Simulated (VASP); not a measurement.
# InO5 (F-43m) in VASP: further runs, part 2 of 2

VASP 6.6.1.

### Step 3. Single point, PBE, collinear spin, ferromagnetic start

This run uses another cell than the first one, of 19.95 Å³/atom.

Input file INCAR:

```
PREC = Accurate ; ENCUT = 520
EDIFF = 1E-6 ; ISMEAR = 0
SIGMA = 0.1 ; LREAL = False
LASPH = True ; NELM = 150
ALGO = Normal ; ISIF = 2
LWAVE = False ; LCHARG = False
ISPIN = 2 ; MAGMOM = 0 1.44 1.44 1.44 1.44 1.44
LORBIT = 11 ; GGA = PE
NBANDS = 34
```

Input file KPOINTS:

```
Automatic mesh
0
Gamma
  8 8 8
```

Input file POSCAR:

```
InO5
1.0
    0.0000000000      3.9114225378      3.9114225378
    3.9114225378      0.0000000000      3.9114225378
    3.9114225378      3.9114225378      0.0000000000
In O
1 5
Direct
    0.5000000000      0.5000000000      0.5000000000
    0.6539644336      0.0381066993      0.6539644336
    0.6539644336      0.6539644336      0.6539644336
    0.0381066993      0.6539644336      0.6539644336
    0.6539644336      0.6539644336      0.0381066993
    0.0000000000      0.0000000000      0.0000000000
```

Potentials or basis: VASP PAW PBE potentials, release 64 (In_d, O).

Command:

```sh
$ cat potpaw_PBE.64/In_d/POTCAR potpaw_PBE.64/O/POTCAR > POTCAR
$ mpirun -np 1 vasp_std > vasp.out
```

OUTCAR:

```text
PREC = Accurate
   ENCUT = 520
   EDIFF = 1E-6
   ISMEAR = 0
   LREAL = False
   LASPH = True
   NELM = 150
   ISIF = 2
   ISPIN = 2
   LORBIT = 11
   GGA = PE

 ion  position               nearest neighbor table
   1  0.500  0.500  0.500-   2 2.09   4 2.09   5 2.09   3 2.09
   2  0.654  0.038  0.654-   1 2.09
   3  0.654  0.654  0.654-   1 2.09
   4  0.038  0.654  0.654-   1 2.09
   5  0.654  0.654  0.038-   1 2.09
   6  0.000  0.000  0.000-

  LATTYP: Found a face centered cubic cell.
 ALAT       =     7.8228450756

  Lattice vectors:

 A1 = (   0.0000000000,   3.9114225378,   3.9114225378)
 A2 = (   3.9114225378,   0.0000000000,   3.9114225378)
 A3 = (   3.9114225378,   3.9114225378,   0.0000000000)

Analysis of symmetry for initial positions (statically):
=====================================================================
 Subroutine PRICEL returns:
 Original cell was already a primitive cell.

 Routine SETGRP: Setting up the symmetry group for a
 face centered cubic supercell.

 Subroutine GETGRP returns: Found 24 space group operations
 (whereof 24 operations were pure point group operations)
 out of a pool of 48 trial point group operations.

The static configuration has the point symmetry T_d .

Analysis of symmetry for dynamics (positions and initial velocities):
=====================================================================
 Subroutine PRICEL returns:
 Original cell was already a primitive cell.

 Routine SETGRP: Setting up the symmetry group for a
 face centered cubic supercell.

 Subroutine GETGRP returns: Found 24 space group operations
 (whereof 24 operations were pure point group operations)
 out of a pool of 48 trial point group operations.

The dynamic configuration has the point symmetry T_d .

Analysis of structural, dynamic, and magnetic symmetry:
=====================================================================
 Subroutine PRICEL returns:
 Original cell was already a primitive cell.

 Routine SETGRP: Setting up the symmetry group for a
 face centered cubic supercell.

 Subroutine GETGRP returns: Found 24 space group operations
 (whereof 24 operations were pure point group operations)
 out of a pool of 48 trial point group operations.

The overall configuration has the point symmetry T_d .

 Subroutine INISYM returns: Found 24 space group operations
 (whereof 24 operations are pure point group operations),
 and found     1 'primitive' translations

----------------------------------------------------------------------------------------

                                     Primitive cell

  volume of cell :     119.6835

  direct lattice vectors                    reciprocal lattice vectors
     0.000000000  3.911422538  3.911422538    -0.127830730  0.127830730  0.127830730
     3.911422538  0.000000000  3.911422538     0.127830730 -0.127830730  0.127830730
     3.911422538  3.911422538  0.000000000     0.127830730  0.127830730 -0.127830730

  length of vectors
     5.531586801  5.531586801  5.531586801     0.221409320  0.221409320  0.221409320

  position of ions in fractional coordinates (direct lattice)
     0.500000000  0.500000000  0.500000000
     0.653964434  0.038106699  0.653964434
     0.653964434  0.653964434  0.653964434
     0.038106699  0.653964434  0.653964434
     0.653964434  0.653964434  0.038106699
     0.000000000  0.000000000  0.000000000
[... 88 lines left out ...]
   ISYM   =      2    0-nonsym 1-usesym 2-fastsym
   POTIM  = 0.5000    time-step for ionic-motion
   TEBEG  =    0.0;   TEEND  =   0.0 temperature during run
   PSTRESS=    0.0 pullay stress
   NELECT =      43.0000    total number of electrons
   NUPDOWN=      -1.0000    fix difference up-down
   EMIN   =  10.00;   EMAX   =-10.00  energy-range for DOS
   EFERMI =   0.00;   METHOD = LEGACY
   ISMEAR =     0;   SIGMA  =   0.10  broadening in eV -4-tet -1-fermi 0-gaus
   EFERMI_NEDOS =   21; number of points for ismear=-14 and -15
   IALGO  =     38    algorithm
   IMIX   =      4    mixing-type and parameters
     AMIX     =   0.40;   BMIX     =  1.00
     AMIX_MAG =   1.60;   BMIX_MAG =  1.00
  volume/ion in A,a.u.               =      19.95       134.61
  Fermi-wavevector in a.u.,A,eV,Ry     =   1.163821  2.199303 18.428815  1.354480
  Thomas-Fermi vector in A             =   2.300366
   LORBIT       =     11    0 simple, 1 ext, 2 COOP (PROOUT), +10 PAW based schemes
   GGA     = PE    functional components
   LHFCALC =     F    Hartree Fock is set to
   AEXX    =    0.0000 exact exchange contribution
   IVDW    =     0    specifies the selected vdW correction
   LEPSILON=     F    determine dielectric tensor
   LRPA    =     F    only Hartree local field effects (RPA)
 spin polarized calculation
 Gauss-broadening in eV      SIGMA  =   0.10
  energy-cutoff  :      520.00
  volume of cell :      119.68
 maximum number of plane-waves:      3250
 NGX is ok and might be reduce to    42
   NGX = 21   NGY = 21   NGZ = 21

 number of electron      43.0000010 magnetization       6.9985637

 Free energy of the ion-electron system (eV)
  ---------------------------------------------------
  ext. energy  EPLUGINS =         0.00000000
  ---------------------------------------------------
  free energy    TOTEN  =       -20.58031525 eV

  energy without entropy =      -20.54226878  energy(sigma->0) =      -20.56129202

 E-fermi :  -1.2338     XC(G=0):  -7.6026

 val. band max:       -1.2364576671   @ k =  -0.2500   0.5000   0.2500
 cond. band min:      -1.2332616841   @ k =  -0.2500   0.1250   0.0000
 fundamental gap:      0.0031959831
 Fermi energy:        -1.2337786572

 spin component 1

 k-point     1 :       0.0000    0.0000    0.0000
  band No.  band energies     occupation
      1     -20.4085      1.00000
      2     -19.0740      1.00000
      3     -18.7183      1.00000
      4     -18.7183      1.00000
      5     -18.7183      1.00000
      6     -14.4264      1.00000
[... 853 lines left out ...]
     32      10.8469      0.00000
     33      11.0286      0.00000

 [... further k-points ...]

 spin component 2

 k-point     1 :       0.0000    0.0000    0.0000
  band No.  band energies     occupation
      1     -18.4940      1.00000
      2     -16.9112      1.00000
      3     -16.9112      1.00000
      4     -16.9112      1.00000
      5     -15.9431      1.00000
      6     -14.4048      1.00000
[... 853 lines left out ...]
     32      11.3244      0.00000
     33      11.6354      0.00000

 [... further k-points ...]

 [bands above 33 left out]

------------------------ aborting loop because EDIFF is reached ----------------------------------------

  FORCE on cell =-STRESS in cart. coord.  units (eV):
  Direction    XX          YY          ZZ          XY          YZ          ZX
  --------------------------------------------------------------------------------------
  -------------------------------------------------------------------------------------
  Total        0.0314791      0.0314791      0.0314791     -0.0000000      0.0000000      0.0000000
  in kB        0.4214043      0.4214043      0.4214043     -0.0000000      0.0000000      0.0000000
  external PRESSURE =       0.4214043 kB  Pullay stress =       0.0000000 kB

 VOLUME and BASIS-vectors are now :
 -----------------------------------------------------------------------------
  energy-cutoff  :      520.00
  volume of cell :      119.68
      direct lattice vectors                 reciprocal lattice vectors
     0.000000000  3.911422538  3.911422538    -0.127830730  0.127830730  0.127830730
     3.911422538  0.000000000  3.911422538     0.127830730 -0.127830730  0.127830730
     3.911422538  3.911422538  0.000000000     0.127830730  0.127830730 -0.127830730

 POSITION                                       TOTAL-FORCE (eV/Angst)
 -----------------------------------------------------------------------------------
      3.91142      3.91142      3.91142        -0.000000     -0.000000     -0.000000
      2.70698      5.11586      2.70698        -0.043059      0.043059     -0.043059
      5.11586      5.11586      5.11586         0.043059      0.043059      0.043059
      5.11586      2.70698      2.70698         0.043059     -0.043059     -0.043059
      2.70698      2.70698      5.11586        -0.043059     -0.043059      0.043059
      0.00000      0.00000      0.00000        -0.000000     -0.000000     -0.000000
 -----------------------------------------------------------------------------------
    total drift:                               -0.000000     -0.000000     -0.000000

  FREE ENERGIE OF THE ION-ELECTRON SYSTEM (eV)
  ---------------------------------------------------
  free  energy   TOTEN  =       -20.5803152518 eV

  energy  without entropy=      -20.5422687834  energy(sigma->0) =      -20.56129202

 total charge

# of ion       s       p       d       tot
------------------------------------------
    1        0.755   0.612   9.994  11.361
    2        1.620   3.087   0.000   4.707
    3        1.620   3.087   0.000   4.707
    4        1.620   3.087   0.000   4.707
    5        1.620   3.087   0.000   4.707
    6        1.625   2.936   0.000   4.561
--------------------------------------------------
tot          8.859  15.898   9.994  34.750

 magnetization (x)

# of ion       s       p       d       tot
------------------------------------------
    1       -0.056   0.064   0.056   0.064
    2        0.026   1.050   0.000   1.076
    3        0.026   1.050   0.000   1.076
    4        0.026   1.050   0.000   1.076
    5        0.026   1.050   0.000   1.076
    6        0.015   1.501   0.000   1.515
--------------------------------------------------
tot          0.062   5.767   0.056   5.885
```

Run time: 2.4 min. Hardware: 1 thread of Intel Xeon 6975P-C (Granite Rapids), shared host; peak memory 0.4 GiB.

Results:

```
Free energy                                           : -20.5803 eV
Pressure                                              : 0.0 GPa
Largest force                                         : 0.075 eV/Å
Band gap on the k mesh                                : zero (filled and empty bands overlap)
Net moment                                            : 7.00 μB per cell
Site moments                                          : In +0.06; O +1.08, +1.51 (each value once) μB
Valence electrons inside the program's atomic spheres : In 11.36; O 4.71, 4.56 (each value once)
```

Forces on the atoms (eV/Å):
```
In   0.000  0.000  0.000
O   -0.043  0.043 -0.043
O    0.043  0.043  0.043
O    0.043 -0.043 -0.043
O   -0.043 -0.043  0.043
O    0.000  0.000  0.000
```

Levels at points of the mesh, in eV from the Fermi level:
Spin up:
| k point | band 22 | band 23 | band 24 | band 25 | band 26 | band 27 | band 28 | band 29 |
| --- | --- | --- | --- | --- | --- | --- | --- | --- |
| (0.00, 0.00, 0.00) | -1.03 | -0.66 | -0.66 | -0.66 | 2.65 | 7.64 | 8.21 | 8.21 |
| (0.50, 0.00, 0.00) | -1.37 | -1.03 | -0.73 | -0.73 | 3.94 | 6.30 | 8.21 | 8.21 |
| (0.50, 0.50, 0.00) | -1.66 | -1.16 | -0.82 | -0.82 | 4.34 | 6.29 | 8.19 | 8.19 |
Spin down:
| k point | band 16 | band 17 | band 18 | band 19 | band 20 | band 21 |
| --- | --- | --- | --- | --- | --- | --- |
| (0.00, 0.00, 0.00) | -0.94 | 0.09 | 0.09 | 0.09 | 1.27 | 1.27 |
| (0.50, 0.00, 0.00) | -0.96 | -0.96 | -0.09 | -0.09 | 0.12 | 0.85 |
| (0.50, 0.50, 0.00) | -0.79 | -0.78 | -0.37 | -0.37 | 0.15 | 0.60 |

Caveat: spin-orbit coupling is left out, which moves the levels of the heavy elements.

The gap in the log of VASP goes by the Fermi energy; the results here count the filled bands.